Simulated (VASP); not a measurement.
Input of a VASP 6.6.1 run:

Contents of INCAR:

```
SYSTEM = Ag
ALGO = Fast
EDIFF = 1E-6
ENCUT = 520
GGA = PS
ISIF = 2
ISMEAR = 0
LASPH = .TRUE.
LCHARG = .TRUE.
LELF = .TRUE.
LREAL = .FALSE.
LVHAR = .TRUE.
LWAVE = .FALSE.
NBANDS = 18
NELM = 60
PREC = Accurate
SIGMA = 0.15
```

Contents of KPOINTS:

```
k-points
0
G
  18 18 10
  0 0 0
```

The input POSCAR:

```
Ag
1.0
    2.9299980804      0.0000000000      0.0000000000
   -1.4649990402      2.5374527707      0.0000000000
    0.0000000000      0.0000000000      4.7900000000
Ag
2
Direct
    0.3776691339      0.7553382678      0.2500000000
    0.6666666667      0.3333333333      0.7500000000
```

Potentials or basis: VASP PAW PBE potentials, release 64 (Ag).

Command:

```console
$ cat potpaw_PBE.64/Ag/POTCAR > POTCAR
$ mpirun -np 1 vasp_std > vasp.out
```

Estimate the pressure.

-6.1 GPa.

Predict the largest force.

0.222 eV/Å.

Predict the band gap on the k mesh.

zero (bands 11 and 12 overlap by 7.22 eV).

Forces on the atoms (eV/Å):
```
Ag   0.000 -0.222  0.000
Ag   0.000  0.222  0.000
```

Caveat: the cell differs from its parent crystal (atom 1 (Ag) moved by (+0.225, +0.000) A along y and z); the cell stands under tension; the PAW data sets were made with another functional, which shifts forces and pressure a little.
